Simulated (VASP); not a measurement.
A run of VASP 6.6.1:

Contents of INCAR:

```
SYSTEM = B2O
PREC = Accurate ; ENCUT = 520
EDIFF = 1E-7 ; ISMEAR = 0
SIGMA = 0.1 ; LREAL = .False.
LASPH = .True. ; NELM = 60
ALGO = Normal ; ISIF = 2
LWAVE = .False. ; LCHARG = .True.
GGA = PE ; IVDW = 12
LELF = .True. ; LVHAR = .True.
NBANDS = 21
```

File KPOINTS:

```
Automatic mesh
0
Gamma
  6 6 4
  0 0 0
```

File POSCAR:

```
B2O
1.0
    2.5859596070      0.0000000000      0.0000000000
   -1.2929798035      2.2395067128      0.0000000000
    0.0000000000      0.0000000000      9.4950544173
B O
4 2
Direct
    0.0000000000      0.0000000000      0.4084977411
    0.0000000000      0.0000000000      0.5915022589
    0.6666666667      0.3333333333      0.0216303877
    0.3333333333      0.6666666667      0.9783696123
    0.6666666667      0.3333333333      0.3509014342
    0.3333333333      0.6666666667      0.6490985658
```

Potentials or basis: VASP PAW PBE potentials, release 64 (B, O).

Launch:

```sh
$ cat potpaw_PBE.64/B/POTCAR potpaw_PBE.64/O/POTCAR > POTCAR
$ mpirun -np 1 vasp_std > vasp.out
```

Hardware: 1 thread of Intel(R) Xeon(R) Platinum 8375C CPU @ 2.90GHz (Ice Lake), on a shared host.

Task: How long does it take, and how much memory?

Result: Wall time 20 s on 1 thread of Intel(R) Xeon(R) Platinum 8375C CPU @ 2.90GHz (Ice Lake) (shared host), peak memory 0.18 GiB. Counts: scf iterations 15, k points 24.
